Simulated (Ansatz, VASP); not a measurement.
**KTaO3 in VASP and in Ansatz**

File INCAR:

```
SYSTEM = KTaO3
PREC = Accurate
ENCUT = 520
EDIFF = 1E-6
ISMEAR = -1
SIGMA = 0.01
LREAL = .FALSE.
LASPH = .TRUE.
NELM = 60
ALGO = Normal
ISIF = 2
LWAVE = .FALSE.
LCHARG = .FALSE.
GGA = CA
NBANDS = 27
```

KPOINTS

```
Automatic mesh
0
G
  5 5 5
  0 0 0
```

File POSCAR:

```
KTaO3
1.0
    4.0281830000      0.0000000000      0.0000000000
    0.0000000000      4.0281830000      0.0000000000
    0.0000000000      0.0000000000      3.9883000000
K Ta O
1 1 3
Direct
    0.5000000000      0.5000000000      0.5000000000
    0.0000000000      0.0000000000      0.0000000000
    0.5000000000      0.0000000000      0.0000000000
    0.0000000000      0.5000000000      0.0000000000
    0.0000000000      0.0000000000      0.5000000000
```

Input for Ansatz:

```yaml
crystal:
  lattice:
    - [4.028183, 0.0, 0.0]
    - [0.0, 4.028183, 0.0]
    - [0.0, 0.0, 3.9883]
  atoms:
    - { symbol: K, position: [0.5, 0.5, 0.5] }
    - { symbol: Ta, position: [0.0, 0.0, 0.0] }
    - { symbol: O, position: [0.5, 0.0, 0.0] }
    - { symbol: O, position: [0.0, 0.5, 0.0] }
    - { symbol: O, position: [0.0, 0.0, 0.5] }
kpoints:
  mp_grid: { grid: [5, 5, 5] }
  band_path:
    path:
      - [0.0, 0.0, 0.0]
      - [0.0, 0.5, 0.0]
      - [0.5, 0.5, 0.0]
      - [0.0, 0.0, 0.0]
      - [0.0, 0.0, 0.5]
      - [0.0, 0.5, 0.5]
      - [0.5, 0.5, 0.5]
      - [0.0, 0.0, 0.5]
      - [0.0, 0.5, 0.0]
    npoints: 5
scf:
  occupations: { method: fermi_dirac, width: 0.01 }
hamiltonian:
  xc: lda
  pseudopotentials: { kind: all_electron, lapw: { basis_error: 0.0005 } }
output:
  forces: true
  stress: true
  eigenvalues: true
```

Change from the starting cell: equal xx and yy strain of +1 %.

Alike in both runs: task single point; functional LDA; k mesh 5 × 5 × 5; occupations fermi-dirac, width 0.01 eV; no spin polarisation.

|  | VASP | Ansatz |
| --- | --- | --- |
| version | VASP 6.6.1 | Ansatz 0.2.0 |
| potentials or method | VASP PAW LDA potentials, release 64 (K_sv, Ta_pv, O), cutoff 520 eV | all-electron LAPW, scalar-relativistic |

VASP gave:

- gap on the k mesh at the Fermi level (eV): 2.08
- pressure (GPa): -8.2
- traceless stress, the component that is largest in VASP (GPa): 2.31

Question: What did Ansatz give for the same quantities?

Answer: gap on the k mesh at the Fermi level (eV): 2.13; pressure (GPa): -9.1; traceless stress, the component that is largest in VASP (GPa): 2.25.

LDA's correlation is that of Perdew and Zunger in VASP and of Perdew and Wang (1992) in Ansatz. Ansatz ran all-electron here, and VASP with PAW potentials.

Neither program's run includes spin-orbit coupling.
